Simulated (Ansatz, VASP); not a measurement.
**B2SbP3: VASP beside Ansatz**

File INCAR:

```
ALGO = Normal
EDIFF = 1E-6
EDIFFG = -0.04
ENCUT = 600
GGA = PE
IBRION = 2
ISIF = 3
ISMEAR = 0
LASPH = T
LCHARG = F
LREAL = F
LWAVE = F
NELM = 80
NSW = 90
PREC = Accurate
SIGMA = 0.1
```

KPOINTS

```
k-points
0
Gamma
  4 4 6
```

File POSCAR:

```
B2SbP3
1.0
    5.3973280541      0.0000000000      0.0000000000
    0.0000000000      5.3973280541      0.0000000000
    0.0000000000      0.0000000000      3.6478270161
B Sb P
2 1 3
Direct
    0.0000000000      0.5000000000      0.0000000000
    0.5000000000      0.0000000000      0.0000000000
    0.0000000000      0.0000000000      0.5000000000
    0.0000000000      0.5000000000      0.5000000000
    0.5000000000      0.0000000000      0.5000000000
    0.5000000000      0.5000000000      0.5000000000
```

Input for Ansatz:

```yaml
crystal:
  lattice:
    - [5.3973280541, 0.0, 0.0]
    - [0.0, 5.3973280541, 0.0]
    - [0.0, 0.0, 3.6478270161]
  atoms:
    - { symbol: B, position: [0.0, 0.5, 0.0] }
    - { symbol: B, position: [0.5, 0.0, 0.0] }
    - { symbol: Sb, position: [0.0, 0.0, 0.5] }
    - { symbol: P, position: [0.0, 0.5, 0.5] }
    - { symbol: P, position: [0.5, 0.0, 0.5] }
    - { symbol: P, position: [0.5, 0.5, 0.5] }
basis:
  ecutwfc: 420
kpoints:
  mp_grid: { grid: [4, 4, 6] }
hamiltonian:
  xc: pbe
scf:
  occupations: { method: gaussian, width: 0.1 }
  lower_state_search: "off"
output:
  forces: true
  stress: true
  eigenvalues: true
relax:
  adjacent_minimum: "off"
  f_tol: 0.04
  max_steps: 70
  cell: { stress_tol: 0.4 }
```

Alike in both runs: task relaxation of cell and atoms; functional PBE; k mesh 4 × 4 × 6; occupations gaussian, width 0.1 eV; no spin polarisation.

|  | VASP | Ansatz |
| --- | --- | --- |
| version | VASP 6.6.1 | Ansatz 0.2.0 |
| potentials or method | VASP PAW PBE potentials, release 64 (B, Sb, P), cutoff 600 eV | scalar-relativistic, plane waves, PAW |
| valence electrons in the cell | 26 | 36 |

Ansatz gave:

| Item | Value |
| --- | --- |
| gap on the k mesh at the Fermi level, each at its own relaxed structure (eV) | none |
| relaxed volume (Å³/atom) | 17.20 |
| relaxed cell length with the largest relative difference (Å) | 3.695 |

Problem. What did VASP give for the same quantities?

Solution. gap on the k mesh at the Fermi level, each at its own relaxed structure (eV): none; relaxed volume (Å³/atom): 17.18; relaxed cell length with the largest relative difference (Å): 3.688.

A gap of «none» marks a metal or a gap that the smearing closes. VASP's potentials hold 26 valence electrons a cell and Ansatz's 36, so a difference there can come from the potentials and not from the codes.

Spin-orbit coupling is off throughout.
